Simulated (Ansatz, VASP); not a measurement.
One calculation of Ag, two programs

File INCAR:

```
PREC     = Accurate       # precision mode
ENCUT    = 520            # plane-wave cutoff, eV
EDIFF    = 1E-7           # SCF threshold, eV
ISMEAR   = 0              # smearing method
SIGMA    = 0.1            # smearing width, eV
LREAL    = False          # projectors in reciprocal space
LASPH    = True           # aspherical terms in the spheres
NELM     = 100            # most SCF steps
ALGO     = Fast           # electronic algorithm
ISIF     = 2              # what is computed and relaxed
LWAVE    = False          # write WAVECAR
LCHARG   = False          # write CHGCAR
GGA      = PE             # functional
NBANDS   = 12             # bands
```

The input KPOINTS:

```
regular mesh
0
Gamma
  8 8 8
```

The input POSCAR:

```
Ag
1.0
    0.0000000000      2.0521781800      2.0521781800
    2.0521781800      0.0000000000      2.0521781800
    2.0521781800      2.0521781800      0.0000000000
Ag
1
Direct
    0.0000000000      0.0000000000      0.0000000000
```

Input for Ansatz:

```yaml
crystal:
  lattice:
    - [0.0, 2.05217818, 2.05217818]
    - [2.05217818, 0.0, 2.05217818]
    - [2.05217818, 2.05217818, 0.0]
  atoms:
    - { symbol: Ag, position: [0.0, 0.0, 0.0] }
basis:
  ecutwfc: 420
kpoints:
  mp_grid: { grid: [8, 8, 8] }
hamiltonian:
  xc: pbe
scf:
  occupations: { method: gaussian, width: 0.1 }
output:
  forces: true
  stress: true
  eigenvalues: true
```

Alike in both runs: task single point; functional PBE; k mesh 8 × 8 × 8; occupations gaussian, width 0.1 eV; no spin polarisation.

|  | VASP | Ansatz |
| --- | --- | --- |
| version | VASP 6.6.1 | Ansatz 0.2.0 |
| potentials or method | VASP PAW PBE potentials, release 64 (Ag), cutoff 520 eV | scalar-relativistic, plane waves, PAW |
| valence electrons in the cell | 11 | 19 |

VASP gave:

```
gap on the k mesh at the Fermi level (eV) : none
pressure (GPa)                            : 3.5
```

Q: What did Ansatz give for the same quantities?

A: gap on the k mesh at the Fermi level (eV): none; pressure (GPa): 3.7.

A gap of «none» marks a metal or a gap that the smearing closes. The functional is the same, so the differences come from potentials, cutoffs and numerics. VASP's potentials hold 11 valence electrons a cell and Ansatz's 19, so a difference there can come from the potentials and not from the codes.
